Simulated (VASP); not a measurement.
Wanted: the native input for a VASP 6.6.1 run.

```yaml
Task: relaxation of cell and atoms
Functional: r2SCAN
Potentials_or_basis: VASP PAW PBE potentials, release 64 (Fe)
Cutoff: 600 eV
k_mesh: 16 × 16 × 16
Occupations: fermi-dirac, width 0.05 eV
Spin: collinear spin, ferromagnetic start
Starting_moments: "[3.0] μB"
Dipole_correction: no
Further_INCAR_settings: ALGO = Normal; EDIFF = 1e-06; IBRION = 2; EDIFFG = -0.005; NSW = 100; ISIF = 3
```

Crystal: Fe.

```
Fe
1.0
     0.00000    1.75957    1.75957
     1.75957    0.00000    1.75957
     1.75957    1.75957    0.00000
Fe
1
Direct
  0.00000 0.00000 0.00000
```

This isn't the form of Fe at room conditions, which is bcc.

The input as run:

POSCAR

```
Fe
1.0
    0.0000000000      1.7595652491      1.7595652491
    1.7595652491      0.0000000000      1.7595652491
    1.7595652491      1.7595652491      0.0000000000
Fe
1
Direct
    0.0000000000      0.0000000000      0.0000000000
```

INCAR.step1

```
PREC = Accurate ; ENCUT = 600
ISMEAR = -1 ; SIGMA = 0.05
LREAL = F ; LASPH = T
NELM = 150 ; ISPIN = 2
MAGMOM = 3 ; LMAXMIX = 4
GGA = PE ; ALGO = Normal
EDIFF = 1E-4 ; LWAVE = T
LCHARG = F
```

INCAR.step2

```
PREC = Accurate ; ENCUT = 600
EDIFF = 1E-6 ; ISMEAR = -1
SIGMA = 0.05 ; LREAL = F
LASPH = T ; NELM = 150
ALGO = Normal ; ISIF = 3
LWAVE = F ; LCHARG = F
ISPIN = 2 ; MAGMOM = 3
LORBIT = 11 ; LMAXMIX = 4
METAGGA = R2SCAN ; LMIXTAU = T
IBRION = 2 ; NSW = 100
EDIFFG = -0.005 ; ISTART = 1
```

KPOINTS

```
Automatic mesh
0
Gamma
  16 16 16
```

Potentials or basis: VASP PAW PBE potentials, release 64 (Fe).

Command:

```console
$ cat potpaw_PBE.64/Fe/POTCAR > POTCAR
$ cp INCAR.step1 INCAR
$ mpirun -np 1 vasp_std > vasp.out
$ cp INCAR.step2 INCAR
$ mpirun -np 1 vasp_std > vasp.out
```

Results of the run:

The relaxed volume is 12.08 Å³/atom, the relaxed cell is a = 2.576 Å, b = 2.576 Å, c = 2.576 Å, α = 60.00°, β = 60.00°, γ = 60.00° and the space group after relaxing (to 0.1 Å) is Fm-3m (No. 225). The energy gained by relaxing is 79.5 meV/atom and the ionic steps are 4. The pressure after relaxing is 0.0 GPa and the net moment is 2.79 μB per cell. The site moments are Fe +2.85 μB. The valence electrons inside the program's atomic spheres are Fe 7.15.

Caveat: the PAW data sets were made with another functional, which shifts forces and pressure a little.

Run time: 6.4 min on 1 thread of AMD EPYC 9R45 96-Core Processor (Zen 5), on a shared host, peak memory 0.14 GiB.
